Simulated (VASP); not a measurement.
Input of a VASP 6.6.1 run:

POSCAR

```
ZrC
1.0
    3.3346738967      0.0000000000      0.0000000000
   -1.6673369483      2.8879123079      0.0000000000
    0.0000000000      0.0000000000      5.3270554927
Zr C
2 2
Direct
    0.3333333333      0.6666666667      0.2500000000
    0.6666666667      0.3333333333      0.7500000000
    0.0000000000      0.0000000000      0.0000000000
    0.0000000000      0.0000000000      0.5000000000
```

Contents of INCAR.step1:

```
SYSTEM = ZrC
  ALGO = Normal
  EDIFF = 1E-4
  ENCUT = 520
  GGA = PE
  ISMEAR = 0
  LASPH = .TRUE.
  LCHARG = .FALSE.
  LREAL = .FALSE.
  LWAVE = .TRUE.
  NBANDS = 24
  NELM = 100
  PREC = Accurate
  SIGMA = 0.05
```

File INCAR.step2:

```
SYSTEM = ZrC
  ALGO = Normal
  EDIFF = 1E-6
  ENCUT = 520
  ISIF = 2
  ISMEAR = 0
  ISTART = 1
  LASPH = .TRUE.
  LCHARG = .FALSE.
  LMIXTAU = .TRUE.
  LREAL = .FALSE.
  LWAVE = .FALSE.
  METAGGA = R2SCAN
  NBANDS = 24
  NELM = 100
  PREC = Accurate
  SIGMA = 0.05
```

The input KPOINTS:

```
k-points
0
G
  8 8 5
  0 0 0
```

Potentials or basis: VASP PAW PBE potentials, release 64 (Zr_sv, C).

The run is started by

```bash
$ cat potpaw_PBE.64/Zr_sv/POTCAR potpaw_PBE.64/C/POTCAR > POTCAR
$ cp INCAR.step1 INCAR
$ mpirun -np 1 vasp_std > vasp.out
$ cp INCAR.step2 INCAR
$ mpirun -np 1 vasp_std > vasp.out
```

Question: Predict the pressure.

Answer: 4.2 GPa.

Question: Predict the band gap on the k mesh.

Answer: Zero (bands 16 and 17 overlap by 1.11 eV).

Caveat: the cell stands under pressure; the PAW data sets were made with another functional, which shifts forces and pressure a little.
